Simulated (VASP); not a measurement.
The system is HPbNO4.

```
H Pb N O
1.0
     4.19923    0.11117    0.16817
     1.91600    3.89132    0.12568
     1.76085    1.25259    6.37266
H Pb N O
1 1 1 4
Direct
  0.89145 0.68202 0.62796
  0.14426 0.92872 0.88352
  0.25670 0.28861 0.30171
  0.83108 0.65056 0.78405
  0.38694 0.22380 0.11295
  0.31104 0.03576 0.45856
  0.07726 0.60633 0.32275
```

Program: VASP 6.6.1. Alike in all runs: task single point; no spin polarisation; cell as given; cutoff (eV) 520; smearing fermi-dirac 0.05 eV.

Order these runs on this cell by their band gap on the k mesh, lowest first.
A. level LDA; potentials or basis VASP PAW LDA potentials, release 64 (H, Pb_d, N, O); k mesh 5 × 5 × 4
B. level r2SCAN0; potentials or basis VASP PAW PBE potentials, release 64 (H, Pb_d, N, O); k mesh 3 × 3 × 2; grid for exact exchange (PRECFOCK) Fast
C. level PBE; potentials or basis VASP PAW PBE potentials, release 64 (H, Pb_d, N, O); k mesh 4 × 4 × 3
D. level B3LYP; potentials or basis VASP PAW PBE potentials, release 64 (H, Pb_d, N, O); k mesh 3 × 3 × 2; grid for exact exchange (PRECFOCK) Fast

A (2.75 eV), C (2.95 eV), D (4.45 eV), B (5.16 eV).

Caveats: some runs use coarse meshes; the standard files for N, O and F lose accuracy on very short bonds; spin-orbit coupling is left out, which moves the levels of the heavy elements.

A k mesh can miss the band edges, odd and even meshes differently.
